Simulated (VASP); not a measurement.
The system is Ga2Se.

```
Ga Se
1.0
     0.00000    3.10694    3.10694
     3.10694    0.00000    3.10694
     3.10694    3.10694    0.00000
Ga Se
2 1
Cartesian
  1.5535 1.5535 1.5535
  4.6604 4.6604 4.6604
  0.0000 0.0000 0.0000
```

```yaml
Program: VASP 6.6.1
Task: relaxation of cell and atoms
Functional: PBE
Potentials_or_basis: VASP PAW PBE potentials, release 64 (Ga_d, Se)
Cutoff: 600 eV
k_mesh: 6 × 6 × 6
Occupations: gaussian, width 0.1 eV
Spin: no spin polarisation
```

At the start: pressure 13.6 GPa; volume 19.99 Å³/atom.

Question: Where does the relaxation end?

Answer: Over 3 steps the energy falls by 246.9 meV/atom and the volume is 27.10 Å³/atom (+35.5 %); space group Fm-3m (No. 225, to 0.1 Å) before and after.

Step by step:
```tsv
step	energy change (eV)	largest force (eV/Å)	pressure (GPa)	volume (Å³)
1	0.0000	0.0000	13.59	59.98
2	-0.7094	0.0000	2.00	75.94
3	-0.7407	0.0000	0.02	81.30
```

Final structure:
```xyz
3
Lattice="0.0000 3.4384 3.4384 3.4384 0.0000 3.4384 3.4384 3.4384 0.0000" Properties=species:S:1:pos:R:3 pbc="T T T"
Ga    1.7192    1.7192    1.7192
Ga    5.1575    5.1575    5.1575
Se    0.0000    0.0000    0.0000
```

Caveat: the volume moved by over 15 % at a fixed basis, so the end points are rough.
